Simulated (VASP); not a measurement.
# Si8HC in VASP: single point with LDA

Aim: the single point of Si8HC with LDA.

Program: VASP 6.6.1. These are calculated values, not measurements. Logs are shortened: lines on timing, memory, paths and dates and some standing lists are left out, and cuts for length are marked.

## (1) The cell of the first run

The cell holds a slab with vacuum, 10 atoms: a = 3.802 Å, b = 6.289 Å, c = 20.796 Å, α = 90.00°, β = 90.00°, γ = 90.00°.

## (2) Single point, LDA, collinear spin

File INCAR:

```
ALGO = Normal ; DIPOL = 0.5 0.5 0.332
EDIFF = 1E-6 ; ENCUT = 520
GGA = CA ; IDIPOL = 3
ISIF = 2 ; ISMEAR = 0
ISPIN = 2 ; LASPH = True
LCHARG = False ; LDIPOL = True
LORBIT = 11 ; LREAL = False
LWAVE = False ; MAGMOM = 0 0 0 0 0 0 0 0 1 0
NBANDS = 34 ; NELM = 150
PREC = Accurate ; SIGMA = 0.05
```

File KPOINTS:

```
k-points
0
Gamma
  7 4 1
```

File POSCAR:

```
Si8HC
1.0
    3.8016851341      0.0000000000      0.0000000000
    0.0000000000      6.2886938855      0.0000000000
    0.0000000000      0.0000000000     20.7958973402
Si C H
8 1 1
Direct
    0.0000000000      0.9369639535      0.1923456312
    0.0000000000      0.5630360465      0.1923456312
    0.5000000000      0.4369639535      0.2451181540
    0.5000000000      0.0630360465      0.2451181540
    0.5000000000      0.9330298456      0.3512004366
    0.5000000000      0.5669701544      0.3512004366
    0.0000000000      0.4261576321      0.3941112618
    0.0000000000      0.0738423679      0.3941112618
    0.3333333333      1.0928242987      0.4503134141
    0.3333333333      1.0928242987      0.5031699652
```

Potentials or basis: VASP PAW LDA potentials, release 64 (Si, C, H).

Launch:

```bash
$ cat potpaw_LDA.64/Si/POTCAR potpaw_LDA.64/C/POTCAR potpaw_LDA.64/H/POTCAR > POTCAR
$ mpirun -np 1 vasp_std > vasp.out
```

OUTCAR:

```text
EDIFF = 1E-6
   ENCUT = 520
   GGA = CA
   ISIF = 2
   ISMEAR = 0
   ISPIN = 2
   LASPH = True
   LORBIT = 11
   LREAL = False
   NELM = 150
   PREC = Accurate

 ion  position               nearest neighbor table
   1  0.000  0.937  0.192-   4 2.33   4 2.33   2 2.35
   2  0.000  0.563  0.192-   3 2.33   3 2.33   1 2.35
   3  0.500  0.437  0.245-   2 2.33   2 2.33   4 2.35   6 2.35
   4  0.500  0.063  0.245-   1 2.33   1 2.33   3 2.35   5 2.35
   5  0.500  0.933  0.351-   8 2.28   8 2.28   6 2.30   4 2.35   9 2.38
   6  0.500  0.567  0.351-   7 2.28   7 2.28   5 2.30   3 2.35
   7  0.000  0.426  0.394-   8 2.22   6 2.28   6 2.28
   8  0.000  0.074  0.394-   9 1.73   7 2.22   5 2.28   5 2.28
   9  0.333  0.093  0.450-  10 1.10   8 1.73   5 2.38
  10  0.333  0.093  0.503-   9 1.10

  LATTYP: Found a simple orthorhombic cell.
 ALAT       =     3.8016851341
 B/A-ratio  =     1.6541858843
 C/A-ratio  =     5.4701787777

  Lattice vectors:

 A1 = (   3.8016851341,   0.0000000000,   0.0000000000)
 A2 = (   0.0000000000,   6.2886938855,   0.0000000000)
 A3 = (   0.0000000000,   0.0000000000,  20.7958973402)

Analysis of symmetry for initial positions (statically):
=====================================================================
 Subroutine PRICEL returns:
 Original cell was already a primitive cell.

 Routine SETGRP: Setting up the symmetry group for a
 simple orthorhombic supercell.

 Subroutine GETGRP returns: Found  1 space group operations
 (whereof  1 operations were pure point group operations)
 out of a pool of  8 trial point group operations.

The static configuration has the point symmetry C_1 .

Analysis of symmetry for dynamics (positions and initial velocities):
=====================================================================
 Subroutine PRICEL returns:
 Original cell was already a primitive cell.

 Routine SETGRP: Setting up the symmetry group for a
 simple orthorhombic supercell.

 Subroutine GETGRP returns: Found  1 space group operations
 (whereof  1 operations were pure point group operations)
 out of a pool of  8 trial point group operations.

The dynamic configuration has the point symmetry C_1 .

Analysis of structural, dynamic, and magnetic symmetry:
=====================================================================
 Subroutine PRICEL returns:
 Original cell was already a primitive cell.

 Routine SETGRP: Setting up the symmetry group for a
 simple orthorhombic supercell.

 Subroutine GETGRP returns: Found  1 space group operations
 (whereof  1 operations were pure point group operations)
 out of a pool of  8 trial point group operations.

The overall configuration has the point symmetry C_1 .

 Subroutine INISYM returns: Found  1 space group operations
 (whereof  1 operations are pure point group operations),
 and found     1 'primitive' translations

----------------------------------------------------------------------------------------

                                     Primitive cell

  volume of cell :     497.1807

  direct lattice vectors                    reciprocal lattice vectors
     3.801685134  0.000000000  0.000000000     0.263041247  0.000000000  0.000000000
     0.000000000  6.288693885  0.000000000     0.000000000  0.159015531  0.000000000
     0.000000000  0.000000000 20.795897340     0.000000000  0.000000000  0.048086408

  length of vectors
     3.801685134  6.288693885 20.795897340     0.263041247  0.159015531  0.048086408

  position of ions in fractional coordinates (direct lattice)
     0.000000000  0.936963953  0.192345631
     0.000000000  0.563036047  0.192345631
     0.500000000  0.436963953  0.245118154
     0.500000000  0.063036047  0.245118154
     0.500000000  0.933029846  0.351200437
     0.500000000  0.566970154  0.351200437
     0.000000000  0.426157632  0.394111262
     0.000000000  0.073842368  0.394111262
     0.333333333  0.092824299  0.450313414
     0.333333333  0.092824299  0.503169965

  ion indices of the primitive-cell ions
[... 67 lines left out ...]
   ISPIN  =      2    spin polarized calculation?
   LNONCOLLINEAR =      F non collinear calculations
   LSORBIT =      F    spin-orbit coupling
   LASPH  =      T    aspherical Exc in radial PAW
   ENCUT  =  520.0 eV  38.22 Ry    6.18 a.u.   7.07 11.69 38.67*2*pi/ulx,y,z
   NELM   =    150;   NELMIN=  2; NELMDL= -5     # of ELM steps
   EDIFF  = 0.1E-05   stopping-criterion for ELM
   LREAL  =      F    real-space projection
   EDIFFG = 0.1E-04   stopping-criterion for IOM
   NSW    =      0    number of steps for IOM
   IBRION =     -1    ionic relax: 0-MD 1-quasi-New 2-CG
   NFREE  =      0    steps in history (QN), initial steepest desc. (CG)
   ISIF   =      2    stress and relaxation
   ISYM   =      2    0-nonsym 1-usesym 2-fastsym
   POTIM  = 0.5000    time-step for ionic-motion
   TEBEG  =    0.0;   TEEND  =   0.0 temperature during run
   PSTRESS=    0.0 pullay stress
   NELECT =      37.0000    total number of electrons
   NUPDOWN=      -1.0000    fix difference up-down
   EMIN   =  10.00;   EMAX   =-10.00  energy-range for DOS
   EFERMI =   0.00;   METHOD = LEGACY
   ISMEAR =     0;   SIGMA  =   0.05  broadening in eV -4-tet -1-fermi 0-gaus
   EFERMI_NEDOS =   21; number of points for ismear=-14 and -15
   IALGO  =     38    algorithm
   IMIX   =      4    mixing-type and parameters
     AMIX     =   0.40;   BMIX     =  1.00
     AMIX_MAG =   1.60;   BMIX_MAG =  1.00
  volume/ion in A,a.u.               =      49.72       335.51
  Fermi-wavevector in a.u.,A,eV,Ry     =   0.688606  1.301276  6.451582  0.474178
  Thomas-Fermi vector in A             =   1.769454
   LORBIT       =     11    0 simple, 1 ext, 2 COOP (PROOUT), +10 PAW based schemes
   GGA     = CA    functional components
   LHFCALC =     F    Hartree Fock is set to
   AEXX    =    0.0000 exact exchange contribution
   IVDW    =     0    specifies the selected vdW correction
   LEPSILON=     F    determine dielectric tensor
   LRPA    =     F    only Hartree local field effects (RPA)
 spin polarized calculation
 Gauss-broadening in eV      SIGMA  =   0.05
  energy-cutoff  :      520.00
  volume of cell :      497.18
 maximum number of plane-waves:     13430
   NGX = 15   NGY = 23   NGZ = 77

 dipolmoment           0.000000      0.000000      0.112177 electrons x Angstroem

 number of electron      37.0000001 magnetization       0.0000617

 dipolmoment           0.000000      0.000000     -0.060497 electrons x Angstroem

 Free energy of the ion-electron system (eV)
  ---------------------------------------------------
  ext. energy  EPLUGINS =         0.00000000
  ---------------------------------------------------
  free energy    TOTEN  =       -53.57748439 eV

  energy without entropy =      -53.57401982  energy(sigma->0) =      -53.57575211

 E-fermi :  -1.2381     XC(G=0):  -4.0510

 val. band max:       -1.2656922210   @ k =   0.0000   0.0000   0.0000
 cond. band min:      -1.2075536488   @ k =   0.2857   0.2500   0.0000
 fundamental gap:      0.0581385722
 Fermi energy:        -1.2380705729

 spin component 1

 k-point     1 :       0.0000    0.0000    0.0000
  band No.  band energies     occupation
      1     -14.1259      1.00000
      2     -12.3694      1.00000
      3     -11.1027      1.00000
      4     -10.4004      1.00000
      5      -9.1719      1.00000
      6      -8.5049      1.00000
[... 484 lines left out ...]
     29       3.4713      0.00000
     30       3.6809      0.00000
 Fermi energy:        -1.2380705729

 spin component 2

 k-point     1 :       0.0000    0.0000    0.0000
  band No.  band energies     occupation
      1     -14.1259      1.00000
      2     -12.3694      1.00000
      3     -11.1027      1.00000
      4     -10.4004      1.00000
      5      -9.1719      1.00000
      6      -8.5049      1.00000
[... 484 lines left out ...]
     29       3.4713      0.00000
     30       3.6809      0.00000
 [bands above 30 left out]

------------------------ aborting loop because EDIFF is reached ----------------------------------------

 vacuum level on the upper side and lower side of the slab       (xc-potential included)        -0.308         0.113

  FORCE on cell =-STRESS in cart. coord.  units (eV):
  Direction    XX          YY          ZZ          XY          YZ          ZX
  --------------------------------------------------------------------------------------
  -------------------------------------------------------------------------------------
  Total        2.2902709      1.5138146     -1.1741148      0.4379840     -0.6798094      1.6183324
  in kB        7.3804556      4.8783056     -3.7836146      1.4114146     -2.1907030      5.2151169
  external PRESSURE =       2.8250489 kB  Pullay stress =       0.0000000 kB

 VOLUME and BASIS-vectors are now :
 -----------------------------------------------------------------------------
  energy-cutoff  :      520.00
  volume of cell :      497.18
      direct lattice vectors                 reciprocal lattice vectors
     3.801685134  0.000000000  0.000000000     0.263041247  0.000000000  0.000000000
     0.000000000  6.288693885  0.000000000     0.000000000  0.159015531  0.000000000
     0.000000000  0.000000000 20.795897340     0.000000000  0.000000000  0.048086408

 POSITION                                       TOTAL-FORCE (eV/Angst)
 -----------------------------------------------------------------------------------
      0.00000      5.89228      4.00000        -0.082727     -0.433207      0.554652
      0.00000      3.54076      4.00000         0.060729      0.540047      0.594366
      1.90084      2.74793      5.09745         0.019995     -0.071647     -0.614772
      1.90084      0.39641      5.09745         0.045448      0.087611     -0.624171
      1.90084      5.86754      7.30353         0.277195     -0.450748      0.176259
      1.90084      3.56550      7.30353        -0.240210      0.075448      0.093012
      0.00000      2.67997      8.19590         0.354647      0.468241      0.073160
      0.00000      0.46437      8.19590        -1.379479     -0.283242     -0.279754
      1.26723      0.58374      9.36467         0.345694      0.609645     -0.021459
      1.26723      0.58374     10.46387         0.598708     -0.542147      0.048706
 -----------------------------------------------------------------------------------
    total drift:                               -0.000032     -0.000033      0.000076

  FREE ENERGIE OF THE ION-ELECTRON SYSTEM (eV)
  ---------------------------------------------------
  free  energy   TOTEN  =       -53.5774843924 eV

  energy  without entropy=      -53.5740198177  energy(sigma->0) =      -53.57575211

 vacuum level on the upper side and lower side of the slab         3.283         3.682

 total charge

# of ion       s       p       d       tot
------------------------------------------
    1        0.804   0.858   0.000   1.662
    2        0.806   0.851   0.000   1.657
    3        0.777   0.912   0.000   1.689
    4        0.773   0.915   0.000   1.688
    5        0.786   0.928   0.000   1.714
    6        0.778   0.948   0.000   1.726
    7        0.806   0.891   0.000   1.698
    8        0.775   1.000   0.000   1.775
    9        0.882   1.502   0.000   2.384
   10        0.596   0.048   0.000   0.645
--------------------------------------------------
tot          7.783   8.854   0.000  16.638

 magnetization (x)

# of ion       s       p       d       tot
------------------------------------------
    1        0.000   0.000   0.000   0.000
    2        0.000   0.000   0.000   0.000
    3        0.000   0.000   0.000   0.000
    4        0.000   0.000   0.000   0.000
    5        0.000  -0.000   0.000   0.000
    6        0.000   0.000   0.000   0.000
    7        0.000   0.000   0.000   0.000
    8        0.000   0.000   0.000   0.000
    9       -0.000  -0.000   0.000  -0.000
   10        0.000  -0.000   0.000   0.000
--------------------------------------------------
tot          0.000   0.000   0.000   0.000
```

Run time: 12 min. Hardware: 1 thread of Intel Xeon Platinum 8559C (Emerald Rapids), shared host; peak memory 0.65 GiB.

What came out:

```
Free energy                                           : -53.5775 eV
Largest force                                         : 1.436 eV/Å
Net moment                                            : 0.00 μB per cell
Valence electrons inside the program's atomic spheres : Si 1.66, 1.69, 1.71, 1.73, 1.70, 1.77 (each value once); C 2.38; H 0.65
```

Forces on the atoms (eV/Å):
```
Si  -0.083 -0.433  0.555
Si   0.061  0.540  0.594
Si   0.020 -0.072 -0.615
Si   0.045  0.088 -0.624
Si   0.277 -0.451  0.176
Si  -0.240  0.075  0.093
Si   0.355  0.468  0.073
Si  -1.379 -0.283 -0.280
C    0.346  0.610 -0.021
H    0.599 -0.542  0.049
```
